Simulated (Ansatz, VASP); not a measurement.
**PbO2: VASP beside Ansatz**

Contents of INCAR:

```
SYSTEM = PbO2
  PREC = Accurate
  ENCUT = 520
  EDIFF = 1E-6
  ISMEAR = -1
  SIGMA = 0.05
  LREAL = .False.
  LASPH = .True.
  NELM = 80
  ALGO = Normal
  ISIF = 2
  LWAVE = .False.
  LCHARG = .False.
  NBANDS = 20
```

Contents of KPOINTS:

```
regular mesh
0
Gamma
  9 9 9
  0 0 0
```

File POSCAR:

```
PbO2
1.0
    0.0000000000      2.7375486038      2.7375486038
    2.7375486038      0.0000000000      2.7375486038
    2.7375486038      2.7375486038      0.0000000000
Pb O
1 2
Direct
    0.0000000000      0.0000000000      0.0000000000
    0.7500000000      0.7500000000      0.7500000000
    0.2500000000      0.2500000000      0.2500000000
```

input.yaml

```yaml
crystal:
  lattice:
    - [0.0, 2.7375486038, 2.7375486038]
    - [2.7375486038, 0.0, 2.7375486038]
    - [2.7375486038, 2.7375486038, 0.0]
  atoms:
    - { symbol: Pb, position: [0.0, 0.0, 0.0] }
    - { symbol: O, position: [0.75, 0.75, 0.75] }
    - { symbol: O, position: [0.25, 0.25, 0.25] }
kpoints:
  mp_grid: { grid: [9, 9, 9] }
scf:
  occupations: { method: fermi_dirac, width: 0.05 }
hamiltonian:
  xc: lda
  pseudopotentials: { kind: all_electron, lapw: { basis_error: 0.002 } }
output:
  forces: true
  stress: true
  eigenvalues: true
```

Change from the starting cell: volume scaled by 1.04.

Alike in both runs: task single point; functional LDA; k mesh 9 × 9 × 9; occupations fermi-dirac, width 0.05 eV; no spin polarisation.

|  | VASP | Ansatz |
| --- | --- | --- |
| version | VASP 6.6.1 | Ansatz 0.2.0 |
| potentials or method | VASP PAW LDA potentials, release 64 (Pb_d, O), cutoff 520 eV | all-electron LAPW, scalar-relativistic |

Ansatz gave:

| Item | Value |
| --- | --- |
| gap on the k mesh at the Fermi level (eV) | none |
| pressure (GPa) | -14.2 |

**Question.** Which values does VASP return?

**Answer.** gap on the k mesh at the Fermi level (eV): none; pressure (GPa): -14.0.

LDA's correlation is that of Perdew and Zunger in VASP and of Perdew and Wang (1992) in Ansatz. A gap of «none» marks a metal or a gap that the smearing closes. Ansatz ran all-electron here, and VASP with PAW potentials.

Spin-orbit coupling is off throughout.
